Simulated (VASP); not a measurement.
A run of VASP 6.6.1 is set up as follows.

INCAR

```
SYSTEM = Cr3Co
ALGO = Normal
EDIFF = 1E-7
EDIFFG = -0.01
ENCUT = 600
GGA = PE
IBRION = 2
ISIF = 3
ISMEAR = 0
LASPH = .True.
LCHARG = .False.
LREAL = .False.
LWAVE = .False.
NELM = 100
NSW = 100
PREC = Accurate
SIGMA = 0.1
```

The input KPOINTS:

```
k-points
0
Gamma
  12 12 12
  0 0 0
```

The input POSCAR:

```
Cr3Co
1.0
    3.5649956808      0.0000000000      0.0000000000
    0.0000000000      3.5649956808      0.0000000000
    0.0000000000      0.0000000000      3.5649956808
Cr Co
3 1
Direct
    0.0000000000      0.5000000000      0.5000000000
    0.5000000000      0.0000000000      0.5000000000
    0.5000000000      0.5000000000      0.0000000000
    0.0000000000      0.0000000000      0.0000000000
```

Potentials or basis: VASP PAW PBE potentials, release 64 (Cr_pv, Co).

Launch:

```console
$ cat potpaw_PBE.64/Cr_pv/POTCAR potpaw_PBE.64/Co/POTCAR > POTCAR
$ mpirun -np 1 vasp_std > vasp.out
```

**Question.** Estimate the relaxed cell.

**Answer.** a = 3.563 Å, b = 3.563 Å, c = 3.563 Å, α = 90.00°, β = 90.00°, γ = 90.00°.

**Question.** What does it give for the relaxed volume?

**Answer.** 11.31 Å³/atom.

Step by step:
```tsv
step	energy change (eV)	largest force (eV/Å)	pressure (GPa)	volume (Å³)
1	0.0000	0.0000	-0.43	45.31
2	0.0001	0.0000	0.65	45.11
3	-0.0001	0.0000	0.01	45.22
```

Caveat: the run has no spin polarisation, though such a crystal can be magnetic. Spin polarisation is off, so any magnetic state and its effect on volume and gap are missing.
